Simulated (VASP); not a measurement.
# InP (I-4m2) in VASP: single point with PBEsol

Aim: the single point of InP with PBEsol.

Program: VASP 6.6.1. These are calculated values, not measurements. Logs are shortened: lines on timing, memory, paths and dates and some standing lists are left out, and cuts for length are marked.

## Step 1: The cell of the first run

The structure is tetragonal, space group I-4m2 (No. 119). The conventional cell has a = 4.074 Å, b = 4.074 Å, c = 6.008 Å, α = 90.00°, β = 90.00°, γ = 90.00°. In (site symmetry -4m2) has 4 P at 2.53 Å within 3.3 Å. P (site symmetry -4m2) has 4 In at 2.53 Å within 3.3 Å.

## Step 2: Single point, PBEsol, non-collinear spin, zero start, spin-orbit coupling (film at in-plane strain -0.02)

File INCAR:

```
ALGO = Normal
EDIFF = 1E-6
ENCUT = 520
GGA = PS
GGA_COMPAT = False
ISIF = 2
ISMEAR = -1
LASPH = True
LCHARG = False
LORBIT = 11
LORBMOM = True
LREAL = False
LSORBIT = True
LWAVE = False
MAGMOM = 0 0 0 0 0 0
NBANDS = 30
NELM = 150
PREC = Accurate
SIGMA = 0.01
```

File KPOINTS:

```
k-points
0
Gamma
  8 8 8
```

File POSCAR:

```
InP
1.0
    2.8804965159      2.8804965159      0.0000000000
   -2.8804965159      2.8804965159      0.0000000000
    0.0000000000      2.8804965159      3.0039073683
In P
1 1
Direct
    0.0000000000      0.0000000000      0.0000000000
    0.7500000000      0.2500000000      0.5000000000
```

Potentials or basis: VASP PAW PBE potentials, release 64 (In_d, P).

Started as:

```sh
cat potpaw_PBE.64/In_d/POTCAR potpaw_PBE.64/P/POTCAR > POTCAR
mpirun -np 1 vasp_ncl > vasp.out
```

OUTCAR:

```text
EDIFF = 1E-6
   ENCUT = 520
   GGA = PS
   ISIF = 2
   ISMEAR = -1
   LASPH = True
   LORBIT = 11
   LREAL = False
   LSORBIT = True
   NELM = 150
   PREC = Accurate

 ion  position               nearest neighbor table
   1  0.000  0.000  0.000-   2 2.53   2 2.53   2 2.53   2 2.53
   2  0.750  0.250  0.500-   1 2.53   1 2.53   1 2.53   1 2.53

  LATTYP: Found a body centered tetragonal cell.
 ALAT       =     4.0736372392
 C/A-ratio  =     1.4748035684

  Lattice vectors:

 A1 = (   2.8804965159,   0.0000000000,  -3.0039073683)
 A2 = (  -2.8804965159,   0.0000000000,  -3.0039073683)
 A3 = (   0.0000000000,   2.8804965159,   3.0039073683)

Analysis of symmetry for initial positions (statically):
=====================================================================
 Subroutine PRICEL returns:
 Original cell was already a primitive cell.

 Routine SETGRP: Setting up the symmetry group for a
 body centered tetragonal supercell.

 Subroutine GETGRP returns: Found  8 space group operations
 (whereof  8 operations were pure point group operations)
 out of a pool of 16 trial point group operations.

The static configuration has the point symmetry D_2d.

Analysis of symmetry for dynamics (positions and initial velocities):
=====================================================================
 Subroutine PRICEL returns:
 Original cell was already a primitive cell.

 Routine SETGRP: Setting up the symmetry group for a
 body centered tetragonal supercell.

 Subroutine GETGRP returns: Found  8 space group operations
 (whereof  8 operations were pure point group operations)
 out of a pool of 16 trial point group operations.

The dynamic configuration has the point symmetry D_2d.

Analysis of structural, dynamic, and magnetic symmetry:
=====================================================================
 Subroutine PRICEL returns:
 Original cell was already a primitive cell.

 Routine SETGRP: Setting up the symmetry group for a
 body centered tetragonal supercell.

 Subroutine GETGRP returns: Found  8 space group operations
 (whereof  8 operations were pure point group operations)
 out of a pool of 16 trial point group operations.

The overall configuration has the point symmetry D_2d.

 Subroutine INISYM returns: Found  8 space group operations
 (whereof  8 operations are pure point group operations),
 and found     1 'primitive' translations

----------------------------------------------------------------------------------------

                                     Primitive cell

  volume of cell :      49.8484

  direct lattice vectors                    reciprocal lattice vectors
     2.880496516  2.880496516  0.000000000     0.173581185  0.173581185 -0.166449873
    -2.880496516  2.880496516  0.000000000    -0.173581185  0.173581185 -0.166449873
     0.000000000  2.880496516  3.003907368     0.000000000  0.000000000  0.332899746

  length of vectors
     4.073637239  4.073637239  4.161816870     0.296591328  0.296591328  0.332899746

  position of ions in fractional coordinates (direct lattice)
     0.000000000  0.000000000  0.000000000
     0.750000000  0.250000000  0.500000000

  ion indices of the primitive-cell ions
   primitive index   ion index
                 1           1
                 2           2

----------------------------------------------------------------------------------------

 KPOINTS: k-points

Automatic generation of k-mesh.
 Grid dimensions read from file:
 generate k-points for:    8    8    8

 Generating k-lattice:

  Cartesian coordinates                     Fractional coordinates (reciprocal lattice)
     0.021697648  0.021697648 -0.020806234     0.125000000  0.000000000 -0.000000000
    -0.021697648  0.021697648 -0.020806234     0.000000000  0.125000000 -0.000000000
     0.000000000  0.000000000  0.041612468     0.000000000  0.000000000  0.125000000

  Length of vectors
     0.037073916  0.037073916  0.041612468

  Shift w.r.t. Gamma in fractional coordinates (k-lattice)
     0.000000000  0.000000000  0.000000000
[... 86 lines left out ...]

 number of electron      18.0000000 magnetization       0.0000000      0.0000000      0.0000000

 number of electron      18.0000005 magnetization       0.0000000     -0.0000000     -0.0000000

 number of electron      18.0000005 magnetization      -0.0000000      0.0000000      0.0000000

 Free energy of the ion-electron system (eV)
  ---------------------------------------------------
  ext. energy  EPLUGINS =         0.00000000
  ---------------------------------------------------
  free energy    TOTEN  =        -9.17951464 eV

  energy without entropy =       -9.17951464  energy(sigma->0) =       -9.17951464

 E-fermi :   5.4747     XC(G=0):  -9.5231

 val. band max:        5.2962803043   @ k =   0.0000   0.0000   0.0000
 cond. band min:       5.8560130511   @ k =   0.0000   0.0000   0.0000
 fundamental gap:      0.5597327468
 Fermi energy:         5.4746695495

 k-point     1 :       0.0000    0.0000    0.0000
  band No.  band energies     occupation
      1      -9.4223      1.00000
      2      -9.4223      1.00000
      3      -9.4127      1.00000
      4      -9.4127      1.00000
      5      -8.6424      1.00000
      6      -8.6424      1.00000
[... 781 lines left out ...]
     29      15.9013      0.00000
     30      15.9267      0.00000

 [... further k-points ...]
[... 5 lines left out ...]
  --------------------------------------------------------------------------------------
  -------------------------------------------------------------------------------------
  Total        0.5631129      0.5631129     -0.0272847      0.0000000      0.0000000     -0.0000000
  in kB       18.0990087     18.0990087     -0.8769584      0.0000000      0.0000000     -0.0000000
  external PRESSURE =      11.7736863 kB  Pullay stress =       0.0000000 kB

 VOLUME and BASIS-vectors are now :
 -----------------------------------------------------------------------------
  energy-cutoff  :      520.00
  volume of cell :       49.85
      direct lattice vectors                 reciprocal lattice vectors
     2.880496516  2.880496516  0.000000000     0.173581185  0.173581185 -0.166449873
    -2.880496516  2.880496516  0.000000000    -0.173581185  0.173581185 -0.166449873
     0.000000000  2.880496516  3.003907368     0.000000000  0.000000000  0.332899746

 POSITION                                       TOTAL-FORCE (eV/Angst)
 -----------------------------------------------------------------------------------
      0.00000      0.00000      0.00000        -0.000000     -0.000000      0.000000
      1.44025      4.32074      1.50195         0.000000      0.000000      0.000000
 -----------------------------------------------------------------------------------
    total drift:                               -0.000006      0.000000      0.000000

  FREE ENERGIE OF THE ION-ELECTRON SYSTEM (eV)
  ---------------------------------------------------
  free  energy   TOTEN  =        -9.1795146421 eV

  energy  without entropy=       -9.1795146421  energy(sigma->0) =       -9.17951464

 orbital moment (x)

 # of ion     p       d       tot
 ----------------------------------------
  1        -0.000  -0.000  -0.000
  2        -0.000   0.000  -0.000
 ----------------------------------------
           -0.000  -0.000  -0.000

 orbital moment (y)

 # of ion     p       d       tot
 ----------------------------------------
  1        -0.000  -0.000  -0.000
  2         0.000   0.000   0.000
 ----------------------------------------
           -0.000  -0.000  -0.000

 orbital moment (z)

 # of ion     p       d       tot
 ----------------------------------------
  1         0.000  -0.000  -0.000
  2         0.000   0.000   0.000
 ----------------------------------------
            0.000  -0.000  -0.000

 Spin-Orbit-Coupling matrix elements

 Ion:    1  E_soc:     -0.0725498
 l=   1
     0.0000000    -0.0055440    -0.0055313
    -0.0055440     0.0000000    -0.0055440
    -0.0055313    -0.0055440     0.0000000
 l=   2
     0.0000000    -0.0013408     0.0000000    -0.0013408    -0.0052093
    -0.0013408     0.0000000    -0.0039083    -0.0013445    -0.0013018
     0.0000000    -0.0039083     0.0000000    -0.0039083     0.0000000
    -0.0013408    -0.0013445    -0.0039083     0.0000000    -0.0013018
    -0.0052093    -0.0013018     0.0000000    -0.0013018     0.0000000
 l=   3
     0.0000000     0.0000000     0.0000000     0.0000000     0.0000000     0.0000000     0.0000000
     0.0000000     0.0000000     0.0000000     0.0000000     0.0000000     0.0000000     0.0000000
     0.0000000     0.0000000     0.0000000     0.0000000     0.0000000     0.0000000     0.0000000
     0.0000000     0.0000000     0.0000000     0.0000000     0.0000000     0.0000000     0.0000000
     0.0000000     0.0000000     0.0000000     0.0000000     0.0000000     0.0000000     0.0000000
     0.0000000     0.0000000     0.0000000     0.0000000     0.0000000     0.0000000     0.0000000
     0.0000000     0.0000000     0.0000000     0.0000000     0.0000000     0.0000000     0.0000000

 Ion:    2  E_soc:     -0.0011153
 l=   1
     0.0000000    -0.0001838    -0.0001900
    -0.0001838     0.0000000    -0.0001838
    -0.0001900    -0.0001838     0.0000000
 l=   2
     0.0000000     0.0000000     0.0000000     0.0000000     0.0000000
     0.0000000     0.0000000     0.0000000     0.0000000     0.0000000
     0.0000000     0.0000000     0.0000000     0.0000000     0.0000000
     0.0000000     0.0000000     0.0000000     0.0000000     0.0000000
     0.0000000     0.0000000     0.0000000     0.0000000     0.0000000
 l=   3
     0.0000000     0.0000000     0.0000000     0.0000000     0.0000000     0.0000000     0.0000000
     0.0000000     0.0000000     0.0000000     0.0000000     0.0000000     0.0000000     0.0000000
     0.0000000     0.0000000     0.0000000     0.0000000     0.0000000     0.0000000     0.0000000
     0.0000000     0.0000000     0.0000000     0.0000000     0.0000000     0.0000000     0.0000000
     0.0000000     0.0000000     0.0000000     0.0000000     0.0000000     0.0000000     0.0000000
     0.0000000     0.0000000     0.0000000     0.0000000     0.0000000     0.0000000     0.0000000
     0.0000000     0.0000000     0.0000000     0.0000000     0.0000000     0.0000000     0.0000000

 total charge

# of ion       s       p       d       tot
------------------------------------------
    1        0.830   0.785   9.902  11.518
    2        1.027   1.483   0.000   2.511
--------------------------------------------------
tot          1.857   2.269   9.902  14.028

 magnetization (x)

# of ion       s       p       d       tot
------------------------------------------
    1        0.000   0.000   0.000   0.000
    2        0.000  -0.000   0.000  -0.000
--------------------------------------------------
tot          0.000  -0.000   0.000  -0.000

 magnetization (y)

# of ion       s       p       d       tot
------------------------------------------
    1        0.000   0.000   0.000   0.000
    2        0.000   0.000   0.000   0.000
--------------------------------------------------
tot          0.000   0.000   0.000   0.000

 magnetization (z)

# of ion       s       p       d       tot
------------------------------------------
    1        0.000  -0.000   0.000  -0.000
    2       -0.000   0.000   0.000   0.000
--------------------------------------------------
tot         -0.000   0.000   0.000   0.000
```

Run time: 6.2 min. Hardware: 1 thread of Intel Xeon 8259CL, shared host; peak memory 0.4 GiB.

Results:

| Item | Value |
| --- | --- |
| Free energy | -9.1795 eV |
| Pressure | 1.2 GPa |
| Net moment | 0.00 μB per cell |
| Valence electrons inside the program's atomic spheres | In 11.52; P 2.51 |

Moments on the atoms (μB; x, y, z):
```
In  0.00 0.00 0.00
P   0.00 0.00 0.00
```

Caveat: the cell differs from its parent crystal (film at in-plane strain -0.02); the PAW data sets were made with another functional, which shifts forces and pressure a little.
